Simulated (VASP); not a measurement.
# Be (Pm-3m) in VASP: single point with LDA

Aim: the single point of Be with LDA.

Everything below comes from runs of VASP 6.6.1. Logs are shortened: lines on timing, memory, paths and dates and some standing lists are left out, and cuts for length are marked.

## Step 1: The cell of the first run

Symmetry: Pm-3m, No. 221, cubic system. The conventional cell has a = 3.343 Å, b = 3.343 Å, c = 3.343 Å, α = 90.00°, β = 90.00°, γ = 90.00°. Be (site symmetry m-3m) has 6 Be at 3.34 Å within 4.4 Å.

## Step 2: Single point, LDA

INCAR reads:

```
SYSTEM = Be
PREC = Accurate
ENCUT = 520
EDIFF = 1E-6
ISMEAR = -1
SIGMA = 0.05
LREAL = .False.
LASPH = .True.
NELM = 80
ALGO = Normal
ISIF = 2
LWAVE = .False.
LCHARG = .True.
GGA = CA
LELF = .True.
LVHAR = .True.
NBANDS = 7
```

KPOINTS reads:

```
Automatic mesh
0
Gamma
  6 6 6
  0 0 0
```

POSCAR reads:

```
Be
1.0
    3.3428920000      0.0000000000      0.0000000000
    0.0000000000      3.3428920000      0.0000000000
    0.0000000000      0.0000000000      3.3428920000
Be
1
Direct
    0.0000000000      0.0000000000      0.0000000000
```

Potentials or basis: VASP PAW LDA potentials, release 64 (Be).

Command:

```bash
$ cat potpaw_LDA.64/Be/POTCAR > POTCAR
$ mpirun -np 1 vasp_std > vasp.out
```

OUTCAR:

```text
SYSTEM = Be
   PREC = Accurate
   ENCUT = 520
   EDIFF = 1E-6
   ISMEAR = -1
   LREAL = .False.
   LASPH = .True.
   NELM = 80
   ISIF = 2
   GGA = CA

 ion  position               nearest neighbor table
   1  0.000  0.000  0.000-

  LATTYP: Found a simple cubic cell.
 ALAT       =     3.3428920000

  Lattice vectors:

 A1 = (   3.3428920000,   0.0000000000,   0.0000000000)
 A2 = (   0.0000000000,   3.3428920000,   0.0000000000)
 A3 = (   0.0000000000,   0.0000000000,   3.3428920000)

Analysis of symmetry for initial positions (statically):
=====================================================================
 Subroutine PRICEL returns:
 Original cell was already a primitive cell.

 Routine SETGRP: Setting up the symmetry group for a
 simple cubic supercell.

 Subroutine GETGRP returns: Found 48 space group operations
 (whereof 48 operations were pure point group operations)
 out of a pool of 48 trial point group operations.

The static configuration has the point symmetry O_h .

Analysis of symmetry for dynamics (positions and initial velocities):
=====================================================================
 Subroutine PRICEL returns:
 Original cell was already a primitive cell.

 Routine SETGRP: Setting up the symmetry group for a
 simple cubic supercell.

 Subroutine GETGRP returns: Found 48 space group operations
 (whereof 48 operations were pure point group operations)
 out of a pool of 48 trial point group operations.

The dynamic configuration has the point symmetry O_h .

 Subroutine INISYM returns: Found 48 space group operations
 (whereof 48 operations are pure point group operations),
 and found     1 'primitive' translations

----------------------------------------------------------------------------------------

                                     Primitive cell

  volume of cell :      37.3566

  direct lattice vectors                    reciprocal lattice vectors
     3.342892000  0.000000000  0.000000000     0.299142180  0.000000000  0.000000000
     0.000000000  3.342892000  0.000000000     0.000000000  0.299142180  0.000000000
     0.000000000  0.000000000  3.342892000     0.000000000  0.000000000  0.299142180

  length of vectors
     3.342892000  3.342892000  3.342892000     0.299142180  0.299142180  0.299142180

  position of ions in fractional coordinates (direct lattice)
     0.000000000  0.000000000  0.000000000
[... 63 lines left out ...]
   ISTART =      0    job   : 0-new  1-cont  2-samecut
   ICHARG =      2    charge: 1-file 2-atom 10-const
   ISPIN  =      1    spin polarized calculation?
   LNONCOLLINEAR =      F non collinear calculations
   LSORBIT =      F    spin-orbit coupling
   LASPH  =      T    aspherical Exc in radial PAW
   ENCUT  =  520.0 eV  38.22 Ry    6.18 a.u.   6.22  6.22  6.22*2*pi/ulx,y,z
   NELM   =     80;   NELMIN=  2; NELMDL= -5     # of ELM steps
   EDIFF  = 0.1E-05   stopping-criterion for ELM
   LREAL  =      F    real-space projection
[... 7 lines left out ...]
   TEBEG  =    0.0;   TEEND  =   0.0 temperature during run
   PSTRESS=    0.0 pullay stress
   NELECT =       2.0000    total number of electrons
   NUPDOWN=      -1.0000    fix difference up-down
   EMIN   =  10.00;   EMAX   =-10.00  energy-range for DOS
   EFERMI =   0.00;   METHOD = LEGACY
   ISMEAR =    -1;   SIGMA  =   0.05  broadening in eV -4-tet -1-fermi 0-gaus
   EFERMI_NEDOS =   21; number of points for ismear=-14 and -15
   IALGO  =     38    algorithm
   IMIX   =      4    mixing-type and parameters
     AMIX     =   0.40;   BMIX     =  1.00
     AMIX_MAG =   1.60;   BMIX_MAG =  1.00
  volume/ion in A,a.u.               =      37.36       252.09
  Fermi-wavevector in a.u.,A,eV,Ry     =   0.617015  1.165990  5.179842  0.380708
  Thomas-Fermi vector in A             =   1.674950
   LORBIT       =      0    0 simple, 1 ext, 2 COOP (PROOUT), +10 PAW based schemes
   GGA     = CA    functional components
   LHFCALC =     F    Hartree Fock is set to
   AEXX    =    0.0000 exact exchange contribution
   IVDW    =     0    specifies the selected vdW correction
   LEPSILON=     F    determine dielectric tensor
   LRPA    =     F    only Hartree local field effects (RPA)
 non-spin polarized calculation
  energy-cutoff  :      520.00
  volume of cell :       37.36
 maximum number of plane-waves:      1024
 NGX is ok and might be reduce to    28
   NGX = 13   NGY = 13   NGZ = 13

 number of electron       2.0000000 magnetization

 Free energy of the ion-electron system (eV)
  ---------------------------------------------------
  ext. energy  EPLUGINS =         0.00000000
  ---------------------------------------------------
  free energy    TOTEN  =        -0.98346327 eV

  energy without entropy =       -0.98129164  energy(sigma->0) =       -0.98237745

 E-fermi :  -1.2899     XC(G=0):  -6.3220

 val. band max:       -1.5357381054   @ k =   0.5000   0.1667   0.1667
 cond. band min:      -1.1648437810   @ k =   0.5000   0.3333   0.3333
 fundamental gap:      0.3708943244
 Fermi energy:        -1.2898858328

 k-point     1 :       0.0000    0.0000    0.0000
  band No.  band energies     occupation
      1      -5.6908      2.00000
      2       3.7513      0.00000
      3       3.7513      0.00000
      4       3.7513      0.00000
      5       8.5213      0.00000
      6       8.5213      0.00000
      7       8.7293      0.00000
[... 181 lines left out ...]
 k-point    20 :       0.5000    0.5000    0.5000
  band No.  band energies     occupation
      1       0.9026      0.00000
      2       0.9026      0.00000
      3       0.9026      0.00000
      4       1.2732      0.00000
      5       6.3274      0.00000
      6       6.3274      0.00000
      7       6.3274      0.00000

------------------------ aborting loop because EDIFF is reached ----------------------------------------

  FORCE on cell =-STRESS in cart. coord.  units (eV):
  Direction    XX          YY          ZZ          XY          YZ          ZX
  --------------------------------------------------------------------------------------
  -------------------------------------------------------------------------------------
  Total       -1.9406840     -1.9406840     -1.9406840     -0.0000000     -0.0000000     -0.0000000
  in kB      -83.2335429    -83.2335429    -83.2335429     -0.0000000     -0.0000000     -0.0000000
  external PRESSURE =     -83.2335429 kB  Pullay stress =       0.0000000 kB

 VOLUME and BASIS-vectors are now :
 -----------------------------------------------------------------------------
  energy-cutoff  :      520.00
  volume of cell :       37.36
      direct lattice vectors                 reciprocal lattice vectors
     3.342892000  0.000000000  0.000000000     0.299142180  0.000000000  0.000000000
     0.000000000  3.342892000  0.000000000     0.000000000  0.299142180  0.000000000
     0.000000000  0.000000000  3.342892000     0.000000000  0.000000000  0.299142180

 POSITION                                       TOTAL-FORCE (eV/Angst)
 -----------------------------------------------------------------------------------
      0.00000      0.00000      0.00000         0.000000      0.000000      0.000000
 -----------------------------------------------------------------------------------
    total drift:                                0.000000      0.000000      0.000000

  FREE ENERGIE OF THE ION-ELECTRON SYSTEM (eV)
  ---------------------------------------------------
  free  energy   TOTEN  =        -0.9834632678 eV

  energy  without entropy=       -0.9812916396  energy(sigma->0) =       -0.98237745
```

Run time: 3 s. Hardware: 1 thread of Intel Xeon Platinum 8488C (Sapphire Rapids), shared host; peak memory 0.12 GiB.

What came out:

```
Free energy            : -0.9835 eV
Pressure               : -8.3 GPa
Band gap on the k mesh : zero (band 1 reaches 0.90 eV, above the bottom of band 2 at -2.12 eV)
```

Levels at points of the mesh, in eV from the Fermi level:
```tsv
k point	band 1	band 2	band 3	band 4	band 5	band 6
(0.00, 0.00, 0.00)	-4.40	5.04	5.04	5.04	9.81	9.81
(0.50, 0.00, 0.00)	-2.11	-0.83	5.92	5.92	10.90	11.96
(0.50, 0.50, 0.00)	0.18	0.83	0.83	5.05	6.63	14.25
(0.50, 0.50, 0.50)	2.19	2.19	2.19	2.56	7.62	7.62
```
